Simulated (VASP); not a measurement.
The system is TiPt3.

```
CELL_PARAMETERS angstrom
3.90000 0.00000 0.00000
0.00000 3.90000 0.00000
0.00000 0.00000 3.90000
ATOMIC_POSITIONS crystal
Ti 0.00000 0.00000 0.00000
Pt 0.00000 0.50000 0.50000
Pt 0.50000 0.00000 0.50000
Pt 0.50000 0.50000 0.00000
```

| Property | Result |
| --- | --- |
| Program | VASP 6.6.1 |
| Task | relaxation of cell and atoms |
| Functional | PBE |
| Potentials or basis | VASP PAW PBE potentials, release 64 (Ti_sv, Pt) |
| Cutoff | 500 eV |
| k mesh | 5 × 5 × 5 |
| Occupations | methfessel-paxton, width 0.1 eV |
| Spin | no spin polarisation |

At the start: pressure 9.0 GPa; volume 14.83 Å³/atom.

Q: Where does the relaxation end?

A: Over 4 steps the energy falls by 14.2 meV/atom and the volume is 15.36 Å³/atom (+3.6 %); space group Pm-3m (No. 221, to 0.1 Å) before and after.

Step by step:
| step | energy change (eV) | largest force (eV/Å) | pressure (GPa) | volume (Å³) |
| --- | --- | --- | --- | --- |
| 1 | 0.0000 | 0.0000 | 8.96 | 59.32 |
| 2 | 0.2266 | 0.0000 | -15.74 | 66.73 |
| 3 | -0.0569 | 0.0000 | -0.25 | 61.49 |
| 4 | -0.0570 | 0.0000 | -0.02 | 61.43 |

Final structure:
```yaml
crystal:
  lattice:
    - [3.94580, 0.00000, 0.00000]
    - [0.00000, 3.94580, 0.00000]
    - [0.00000, 0.00000, 3.94580]
  atoms:
    - { symbol: Ti, position: [0.00000, 0.00000, 0.00000] }
    - { symbol: Pt, position: [0.00000, 0.50000, 0.50000] }
    - { symbol: Pt, position: [0.50000, 0.00000, 0.50000] }
    - { symbol: Pt, position: [0.50000, 0.50000, 0.00000] }
```
